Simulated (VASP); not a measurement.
Set up this calculation in VASP 6.6.1, as the native input.

```yaml
Task: single point
Functional: PBE
Potentials_or_basis: VASP PAW PBE potentials, release 64 (Zn, Cu)
Cutoff: 600 eV
k_mesh: 8 × 8 × 8
Occupations: fermi-dirac, width 0.05 eV
Spin: no spin polarisation
Dipole_correction: no
Further_INCAR_settings: ALGO = Normal; EDIFF = 1e-06; NBANDS = 18
```

The structure of ZnCu lies in POSCAR:

```
ZnCu
1.0
    2.9252343038      0.0000000000      0.0000000000
    0.0000000000      2.9252343038      0.0000000000
    0.0000000000      0.0000000000      2.9252343038
Zn Cu
1 1
Direct
    0.5000000000      0.5000000000      0.5000000000
    0.0000000000      0.0000000000      0.0000000000
```

These files were run (other wordings do the same):

INCAR

```
ALGO     = Normal         # electronic algorithm
EDIFF    = 1E-6           # SCF threshold, eV
ENCUT    = 600            # plane-wave cutoff, eV
GGA      = PE             # functional
GGA_COMPAT= F            
ISIF     = 2              # what is computed and relaxed
ISMEAR   = -1             # smearing method
LASPH    = T              # aspherical terms in the spheres
LCHARG   = T              # write CHGCAR
LELF     = T              # ELF
LREAL    = F              # projectors in reciprocal space
LVHAR    = T            
LWAVE    = F              # write WAVECAR
NBANDS   = 18             # bands
NELM     = 120            # most SCF steps
PREC     = Accurate       # precision mode
SIGMA    = 0.05           # smearing width, eV
```

KPOINTS

```
k-points
0
Gamma
  8 8 8
```

Potentials or basis: VASP PAW PBE potentials, release 64 (Zn, Cu).

Command:

```sh
$ cat potpaw_PBE.64/Zn/POTCAR potpaw_PBE.64/Cu/POTCAR > POTCAR
$ mpirun -np 1 vasp_std > vasp.out
```

It gave:

| Item | Value |
| --- | --- |
| Pressure | 5.8 GPa |

It took 15 s on 1 thread of Intel(R) Xeon(R) Platinum 8259CL CPU @ 2.50GHz (Skylake/Cascade Lake) (shared host), peak memory 0.15 GiB.
